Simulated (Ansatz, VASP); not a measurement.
**One calculation of TlBr, two programs**

POSCAR

```
TlBr
1.0
    3.9545510642      0.0000000000      0.0000000000
    0.0000000000      3.9545510642      0.0000000000
    0.0000000000      0.0000000000      3.9545510642
Tl Br
1 1
Direct
    0.0000000000      0.0000000000      0.0000000000
    0.5000000000      0.5000000000      0.5000000000
```

Contents of INCAR.step1:

```
SYSTEM = TlBr
PREC = Accurate
ENCUT = 550
ISMEAR = 0
SIGMA = 0.01
LREAL = .FALSE.
LASPH = .TRUE.
NELM = 120
NBANDS = 17
GGA = PE
ALGO = Normal
EDIFF = 1E-5
LWAVE = .TRUE.
LCHARG = .FALSE.
GGA_COMPAT = .FALSE.
```

The input INCAR.step2:

```
SYSTEM = TlBr
PREC = Accurate
ENCUT = 550
EDIFF = 1E-6
ISMEAR = 0
SIGMA = 0.01
LREAL = .FALSE.
LASPH = .TRUE.
NELM = 120
ALGO = Normal
ISIF = 2
LWAVE = .FALSE.
LCHARG = .FALSE.
METAGGA = R2SCAN
LMIXTAU = .TRUE.
NBANDS = 17
ISTART = 1
GGA_COMPAT = .FALSE.
```

KPOINTS

```
regular mesh
0
G
  6 6 6
  0 0 0
```

Input for Ansatz:

```yaml
crystal:
  lattice:
    - [3.9545510642, 0.0, 0.0]
    - [0.0, 3.9545510642, 0.0]
    - [0.0, 0.0, 3.9545510642]
  atoms:
    - { symbol: Tl, position: [0.0, 0.0, 0.0] }
    - { symbol: Br, position: [0.5, 0.5, 0.5] }
kpoints:
  mp_grid: { grid: [6, 6, 6] }
hamiltonian:
  xc: r2scan
scf:
  occupations: { method: fixed }
  n_extra_bands: 4
output:
  forces: true
  stress: true
  eigenvalues: true
```

Alike in both runs: task single point; functional r2SCAN; k mesh 6 × 6 × 6; no spin polarisation.

```csv
,VASP,Ansatz
version,VASP 6.6.1,Ansatz 0.2.0
potentials or method,"VASP PAW PBE potentials, release 64 (Tl_d, Br)","plane waves, PAW"
plane-wave cutoff (eV),550,500
occupations,"gaussian, width 0.01 eV",fixed
valence electrons in the cell,20,20
```

Ansatz gave:

```
gap on the k mesh at the Fermi level (eV) : 2.25
pressure (GPa)                            : 0.9
```

Estimate VASP's values.

gap on the k mesh at the Fermi level (eV): 2.25; pressure (GPa): 0.8.

VASP's potentials were made for PBE, not for r2SCAN.

Spin-orbit coupling is off throughout.
